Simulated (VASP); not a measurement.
# BeCd2S3 (Cmmm) in VASP: single point with PBE

Aim: the single point of BeCd2S3 with PBE.

All numbers are computed with VASP 6.6.1; they aren't measurements. Logs are shortened: lines on timing, memory, paths and dates and some standing lists are left out, and cuts for length are marked.

## 1. The cell of the first run

Symmetry: Cmmm, No. 65, orthorhombic system. The conventional cell has a = 3.489 Å, b = 24.061 Å, c = 3.536 Å, α = 90.00°, β = 90.00°, γ = 90.00°. Be (site symmetry mmm) has 4 S at 2.48 Å within 3.3 Å. Cd (site symmetry m2m) has 4 S at 2.51 Å within 3.3 Å. S (site symmetry mmm) has 4 Be at 2.48 Å within 3.3 Å. S (site symmetry m2m) has 4 Cd at 2.51 Å within 3.3 Å.

The cell was generated, and may not be a known phase.

## 2. Single point, PBE

INCAR reads:

```
  PREC = Accurate
  ENCUT = 630
  EDIFF = 1E-6
  ISMEAR = 0
  SIGMA = 0.1
  LREAL = F
  LASPH = T
  NELM = 120
  ALGO = Normal
  ISIF = 2
  LWAVE = F
  LCHARG = T
  GGA = PE
  LELF = T
  LVHAR = T
  NBANDS = 39
  GGA_COMPAT = F
```

KPOINTS reads:

```
regular mesh
0
Gamma
  4 4 4
```

POSCAR reads:

```
BeCd2S3
1.0
    1.7444463422    -12.0304185117      0.0000000000
    1.7444463422     12.0304185117      0.0000000000
    0.0000000000      0.0000000000      3.5357092450
Be Cd S
1 2 3
Direct
    0.0000000000      0.0000000000      0.0000000000
    0.1445041774      0.8554958226      0.5000000000
    0.8554958226      0.1445041774      0.5000000000
    0.5000000000      0.5000000000      0.5000000000
    0.3392479461      0.6607520539      0.0000000000
    0.6607520539      0.3392479461      0.0000000000
```

Potentials or basis: VASP PAW PBE potentials, release 64 (Be, Cd_sv_GW, S).

Run with:

```sh
$ cat potpaw_PBE.64/Be/POTCAR potpaw_PBE.64/Cd_sv_GW/POTCAR potpaw_PBE.64/S/POTCAR > POTCAR
$ mpirun -np 1 vasp_std > vasp.out
```

OUTCAR:

```text
PREC = Accurate
   ENCUT = 630
   EDIFF = 1E-6
   ISMEAR = 0
   LREAL = F
   LASPH = T
   NELM = 120
   ISIF = 2
   GGA = PE

 ion  position               nearest neighbor table
   1  0.000  0.000  0.000-   4 2.48   4 2.48   4 2.48   4 2.48
   2  0.145  0.855  0.500-   6 2.51   6 2.51   6 2.51   6 2.51
   3  0.855  0.145  0.500-   5 2.51   5 2.51   5 2.51   5 2.51
   4  0.500  0.500  0.500-   1 2.48   1 2.48   1 2.48   1 2.48
   5  0.339  0.661  0.000-   3 2.51   3 2.51   3 2.51   3 2.51
   6  0.661  0.339  0.000-   2 2.51   2 2.51   2 2.51   2 2.51

  LATTYP: Found a base centered orthorhombic cell.
 ALAT       =     3.4888926844
 B/A-ratio  =     6.8964107526
 C/A-ratio  =     1.0134187448

  Lattice vectors:

 A1 = (   1.7444463422, -12.0304185117,   0.0000000000)
 A2 = (   1.7444463422,  12.0304185117,   0.0000000000)
 A3 = (   0.0000000000,   0.0000000000,   3.5357092450)

Analysis of symmetry for initial positions (statically):
=====================================================================
 Subroutine PRICEL returns:
 Original cell was already a primitive cell.

 Routine SETGRP: Setting up the symmetry group for a
 base centered orthorhombic supercell.

 Subroutine GETGRP returns: Found  8 space group operations
 (whereof  8 operations were pure point group operations)
 out of a pool of  8 trial point group operations.

The static configuration has the point symmetry D_2h.

Analysis of symmetry for dynamics (positions and initial velocities):
=====================================================================
 Subroutine PRICEL returns:
 Original cell was already a primitive cell.

 Routine SETGRP: Setting up the symmetry group for a
 base centered orthorhombic supercell.

 Subroutine GETGRP returns: Found  8 space group operations
 (whereof  8 operations were pure point group operations)
 out of a pool of  8 trial point group operations.

The dynamic configuration has the point symmetry D_2h.

 Subroutine INISYM returns: Found  8 space group operations
 (whereof  8 operations are pure point group operations),
 and found     1 'primitive' translations

----------------------------------------------------------------------------------------

                                     Primitive cell

  volume of cell :     148.4038

  direct lattice vectors                    reciprocal lattice vectors
     1.744446342-12.030418512  0.000000000     0.286623892 -0.041561314  0.000000000
     1.744446342 12.030418512  0.000000000     0.286623892  0.041561314  0.000000000
     0.000000000  0.000000000  3.535709245     0.000000000  0.000000000  0.282828686

  length of vectors
    12.156235544 12.156235544  3.535709245     0.289621474  0.289621474  0.282828686

  position of ions in fractional coordinates (direct lattice)
     0.000000000  0.000000000  0.000000000
     0.144504177  0.855495823  0.500000000
     0.855495823  0.144504177  0.500000000
     0.500000000  0.500000000  0.500000000
     0.339247946  0.660752054  0.000000000
     0.660752054  0.339247946  0.000000000

  ion indices of the primitive-cell ions
   primitive index   ion index
                 1           1
                 2           2
                 3           3
                 4           4
                 5           5
                 6           6

----------------------------------------------------------------------------------------

 KPOINTS: regular mesh

Automatic generation of k-mesh.
 Grid dimensions read from file:
 generate k-points for:    4    4    4

 Generating k-lattice:

  Cartesian coordinates                     Fractional coordinates (reciprocal lattice)
     0.071655973 -0.010390328  0.000000000     0.250000000  0.000000000  0.000000000
     0.071655973  0.010390328  0.000000000     0.000000000  0.250000000  0.000000000
     0.000000000  0.000000000  0.070707172     0.000000000  0.000000000  0.250000000

  Length of vectors
     0.072405369  0.072405369  0.070707172

  Shift w.r.t. Gamma in fractional coordinates (k-lattice)
     0.000000000  0.000000000  0.000000000

 Subroutine IBZKPT returns following result:
 ===========================================

 Found     21 irreducible k-points:

 Following reciprocal coordinates:
            Coordinates               Weight
  0.000000  0.000000  0.000000      1.000000
  0.250000  0.000000  0.000000      4.000000
  0.500000  0.000000  0.000000      2.000000
  0.250000  0.250000  0.000000      2.000000
  0.500000  0.250000  0.000000      4.000000
 -0.250000  0.250000  0.000000      2.000000
[... 13 lines left out ...]
 -0.250000  0.250000  0.500000      2.000000
  0.500000  0.500000  0.500000      1.000000
   k-points           NKPTS =     21   k-points in BZ     NKDIM =     21   number of bands    NBANDS=     39
   number of dos      NEDOS =    301   number of ions     NIONS =      6
   total plane-waves  NPLWV = 300000
   dimension x,y,z NGX =   100 NGY =  100 NGZ =   30
   dimension x,y,z NGXF=   200 NGYF=  200 NGZF=   60
   ions per type =               1   2   3
   NGX,Y,Z   is equivalent  to a cutoff of  13.68, 13.68, 14.11 a.u.
   NGXF,Y,Z  is equivalent  to a cutoff of  27.35, 27.35, 28.21 a.u.
 SYSTEM =  unknown system
   PREC   = accura    normal or accurate (medium, high low for compatibility)
   ISTART =      0    job   : 0-new  1-cont  2-samecut
   ICHARG =      2    charge: 1-file 2-atom 10-const
   ISPIN  =      1    spin polarized calculation?
   LNONCOLLINEAR =      F non collinear calculations
   LSORBIT =      F    spin-orbit coupling
   LASPH  =      T    aspherical Exc in radial PAW
   ENCUT  =  630.0 eV  46.30 Ry    6.80 a.u.  24.88 24.88  7.24*2*pi/ulx,y,z
   NELM   =    120;   NELMIN=  2; NELMDL= -5     # of ELM steps
   EDIFF  = 0.1E-05   stopping-criterion for ELM
   LREAL  =      F    real-space projection
   EDIFFG = 0.1E-04   stopping-criterion for IOM
   NSW    =      0    number of steps for IOM
   IBRION =     -1    ionic relax: 0-MD 1-quasi-New 2-CG
   NFREE  =      0    steps in history (QN), initial steepest desc. (CG)
   ISIF   =      2    stress and relaxation
   ISYM   =      2    0-nonsym 1-usesym 2-fastsym
   POTIM  = 0.5000    time-step for ionic-motion
   TEBEG  =    0.0;   TEEND  =   0.0 temperature during run
   PSTRESS=    0.0 pullay stress
   NELECT =      60.0000    total number of electrons
   NUPDOWN=      -1.0000    fix difference up-down
   EMIN   =  10.00;   EMAX   =-10.00  energy-range for DOS
   EFERMI =   0.00;   METHOD = LEGACY
   ISMEAR =     0;   SIGMA  =   0.10  broadening in eV -4-tet -1-fermi 0-gaus
   EFERMI_NEDOS =   21; number of points for ismear=-14 and -15
   IALGO  =     38    algorithm
   IMIX   =      4    mixing-type and parameters
     AMIX     =   0.40;   BMIX     =  1.00
     AMIX_MAG =   1.60;   BMIX_MAG =  1.00
  volume/ion in A,a.u.               =      24.73       166.91
  Fermi-wavevector in a.u.,A,eV,Ry     =   1.210534  2.287577 19.937872  1.465392
  Thomas-Fermi vector in A             =   2.346078
   LORBIT       =      0    0 simple, 1 ext, 2 COOP (PROOUT), +10 PAW based schemes
   GGA     = PE    functional components
   LHFCALC =     F    Hartree Fock is set to
   AEXX    =    0.0000 exact exchange contribution
   IVDW    =     0    specifies the selected vdW correction
   LEPSILON=     F    determine dielectric tensor
   LRPA    =     F    only Hartree local field effects (RPA)
 non-spin polarized calculation
 Gauss-broadening in eV      SIGMA  =   0.10
  energy-cutoff  :      630.00
  volume of cell :      148.40
 maximum number of plane-waves:      5358
   NGX = 49   NGY = 49   NGZ = 15

 number of electron      59.9999996 magnetization

 Free energy of the ion-electron system (eV)
  ---------------------------------------------------
  ext. energy  EPLUGINS =         0.00000000
  ---------------------------------------------------
  free energy    TOTEN  =       -17.92021335 eV

  energy without entropy =      -17.90937338  energy(sigma->0) =      -17.91479337

 E-fermi :   3.1480     XC(G=0):  -8.6865

 val. band max:        2.6843141069   @ k =   0.5000   0.0000   0.5000
 cond. band min:       3.1777640314   @ k =   0.2500   0.2500   0.0000
 fundamental gap:      0.4934499245
 Fermi energy:         3.1479684128

 k-point     1 :       0.0000    0.0000    0.0000
  band No.  band energies     occupation
      1     -99.5158      2.00000
      2     -99.5158      2.00000
      3     -60.6277      2.00000
      4     -60.6277      2.00000
      5     -60.5491      2.00000
      6     -60.5490      2.00000
[... 31 lines left out ...]
     38       9.4414      0.00000
     39      10.3171      0.00000

 k-point     2 :       0.2500    0.0000    0.0000
  band No.  band energies     occupation
      1     -99.5157      2.00000
      2     -99.5157      2.00000
      3     -60.6276      2.00000
      4     -60.6275      2.00000
      5     -60.5489      2.00000
      6     -60.5489      2.00000
[... 31 lines left out ...]
     38       9.2136      0.00000
     39       9.5408      0.00000

 k-point     3 :       0.5000    0.0000    0.0000
  band No.  band energies     occupation
      1     -99.5157      2.00000
      2     -99.5156      2.00000
      3     -60.6274      2.00000
      4     -60.6274      2.00000
      5     -60.5510      2.00000
      6     -60.5510      2.00000
[... 31 lines left out ...]
     38       8.3922      0.00000
     39       9.4362      0.00000

 k-point     4 :       0.2500    0.2500    0.0000
  band No.  band energies     occupation
      1     -99.5156      2.00000
      2     -99.5156      2.00000
      3     -60.6274      2.00000
      4     -60.6274      2.00000
      5     -60.5511      2.00000
      6     -60.5510      2.00000
[... 31 lines left out ...]
     38       8.3909      0.00000
     39       9.5313      0.00000
[... 628 lines left out ...]
     38       9.6474      0.00000
     39      10.3487      0.00000

 k-point    20 :      -0.2500    0.2500    0.5000
  band No.  band energies     occupation
      1     -99.5157      2.00000
      2     -99.5157      2.00000
      3     -60.6275      2.00000
      4     -60.6275      2.00000
      5     -60.5528      2.00000
      6     -60.5528      2.00000
[... 31 lines left out ...]
     38       8.5558      0.00000
     39       8.9638      0.00000

 k-point    21 :       0.5000    0.5000    0.5000
  band No.  band energies     occupation
      1     -99.5157      2.00000
      2     -99.5157      2.00000
      3     -60.6275      2.00000
      4     -60.6274      2.00000
      5     -60.5528      2.00000
      6     -60.5528      2.00000
[... 31 lines left out ...]
     38       8.5583      0.00000
     39       9.0298      0.00000

------------------------ aborting loop because EDIFF is reached ----------------------------------------

  FORCE on cell =-STRESS in cart. coord.  units (eV):
  Direction    XX          YY          ZZ          XY          YZ          ZX
  --------------------------------------------------------------------------------------
  -------------------------------------------------------------------------------------
  Total       -0.2519159     -0.0890937     -0.2550356      0.0000000      0.0000000      0.0000000
  in kB       -2.7197017     -0.9618623     -2.7533820      0.0000000      0.0000000      0.0000000
  external PRESSURE =      -2.1449820 kB  Pullay stress =       0.0000000 kB

 VOLUME and BASIS-vectors are now :
 -----------------------------------------------------------------------------
  energy-cutoff  :      630.00
  volume of cell :      148.40
      direct lattice vectors                 reciprocal lattice vectors
     1.744446342-12.030418512  0.000000000     0.286623892 -0.041561314  0.000000000
     1.744446342 12.030418512  0.000000000     0.286623892  0.041561314  0.000000000
     0.000000000  0.000000000  3.535709245     0.000000000  0.000000000  0.282828686

 POSITION                                       TOTAL-FORCE (eV/Angst)
 -----------------------------------------------------------------------------------
      0.00000      0.00000      0.00000         0.000000     -0.000000     -0.000000
      1.74445      8.55353      1.76785         0.000000     -0.029889      0.000000
      1.74445     -8.55353      1.76785         0.000000      0.029889     -0.000000
      1.74445      0.00000      1.76785        -0.000000     -0.000000     -0.000000
      1.74445      3.86783      0.00000         0.000000     -0.027980     -0.000000
      1.74445     -3.86783      0.00000         0.000000      0.027980     -0.000000
 -----------------------------------------------------------------------------------
    total drift:                               -0.000000     -0.000000     -0.000000

  FREE ENERGIE OF THE ION-ELECTRON SYSTEM (eV)
  ---------------------------------------------------
  free  energy   TOTEN  =       -17.9202133523 eV

  energy  without entropy=      -17.9093733781  energy(sigma->0) =      -17.91479337
```

Run time: 14 min. Hardware: 1 thread of Intel Xeon Platinum 8488C (Sapphire Rapids), shared host; peak memory 0.67 GiB.

Results:

```
Free energy            : -17.9202 eV
Pressure               : -0.2 GPa
Largest force          : 0.030 eV/Å
Band gap on the k mesh : zero (bands 30 and 31 overlap by 1.04 eV)
```

Forces in eV/Å, atoms in the order of the input:
```
Be   0.000  0.000  0.000
Cd   0.000 -0.030  0.000
Cd   0.000  0.030  0.000
S    0.000  0.000  0.000
S    0.000 -0.028  0.000
S    0.000  0.028  0.000
```

Caveat: the k points lie up to 0.45 Å⁻¹ apart, too coarse for converged energies and pressures of a metal.

The gap in the log of VASP goes by the Fermi energy; the results here count the filled bands.